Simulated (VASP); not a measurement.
Wanted: the native input for a VASP 6.6.1 run.

| Item | Value |
| --- | --- |
| Task | relaxation of the atoms |
| Functional | PBE |
| Potentials or basis | VASP PAW PBE potentials, release 64 (Si, Ge_d, O) |
| Cutoff | 520 eV |
| k mesh | 6 × 6 × 6 |
| Occupations | gaussian, width 0.02 eV |
| Spin | no spin polarisation |
| Dipole correction | no |
| Further INCAR settings | ALGO = Normal; EDIFF = 1e-06; IBRION = 2; EDIFFG = -0.01; NSW = 50 |

The structure of SiGeO4 lies in POSCAR:

```
SiGeO4
1.0
    0.0000000000      3.7035198653      3.7035198653
    3.7035198653      0.0000000000      3.7035198653
    3.7035198653      3.7035198653      0.0000000000
Si Ge O
1 1 4
Direct
    0.7500000000      0.7500000000      0.7500000000
    0.5000000000      0.5000000000      0.5000000000
    0.1125838091      0.6291387303      0.6291387303
    0.6291387303      0.1125838091      0.6291387303
    0.6291387303      0.6291387303      0.1125838091
    0.6291387303      0.6291387303      0.6291387303
```

The input as run:

INCAR

```
ALGO = Normal ; EDIFF = 1E-6
EDIFFG = -0.01 ; ENCUT = 520
GGA = PE ; IBRION = 2
ISIF = 2 ; ISMEAR = 0
LASPH = True ; LCHARG = False
LREAL = False ; LWAVE = False
NELM = 80 ; NSW = 50
PREC = Accurate ; SIGMA = 0.02
```

KPOINTS

```
k-points
0
Gamma
  6 6 6
```

Potentials or basis: VASP PAW PBE potentials, release 64 (Si, Ge_d, O).

Launch:

```sh
$ cat potpaw_PBE.64/Si/POTCAR potpaw_PBE.64/Ge_d/POTCAR potpaw_PBE.64/O/POTCAR > POTCAR
$ mpirun -np 1 vasp_std > vasp.out
```

It gave:

```
Energy gained by relaxing : 0.1 meV/atom
Ionic steps               : 3
Pressure after relaxing   : 20.6 GPa
Band gap on the k mesh    : 5.20 eV (least direct gap 5.21 eV)
```

It took 2.5 min on 1 thread of Intel Xeon 8259CL, on a shared host, peak memory 0.26 GiB.
